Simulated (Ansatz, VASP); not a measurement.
# One calculation of RuS, two programs

```
CELL_PARAMETERS angstrom
3.03190 0.00000 0.00000
0.00000 3.03190 0.00000
0.00000 0.00000 3.03190
ATOMIC_POSITIONS crystal
Ru 0.00000 0.00000 0.00000
S 0.50000 0.50000 0.50000
```

Alike in both runs: task single point; functional PBE; k mesh 6 × 6 × 6; occupations gaussian, width 0.05 eV; no spin polarisation; Hubbard terms Ru d U = 5.0 eV.

|  | VASP | Ansatz |
| --- | --- | --- |
| version | VASP 6.6.1 | Ansatz 0.2.0 |
| potentials or method | VASP PAW PBE potentials, release 64 (Ru_pv, S), cutoff 520 eV | all-electron LAPW, scalar-relativistic |

```csv
,VASP,Ansatz,Ansatz less VASP
gap on the k mesh at the Fermi level (eV),none,none,-
pressure (GPa),-9.9,-9.8,+0.18
```

The programs project onto different local orbitals, so the same U acts differently, and such runs can settle in different states. A gap of «none» marks a metal or a gap that the smearing closes. Ansatz ran all-electron here, and VASP with PAW potentials.

Noted on Ansatz's run: the k mesh is thin for a metal, which can move the energy by tens of meV per atom; U is the effective U less J, on atomic orbitals that reach past the spheres.
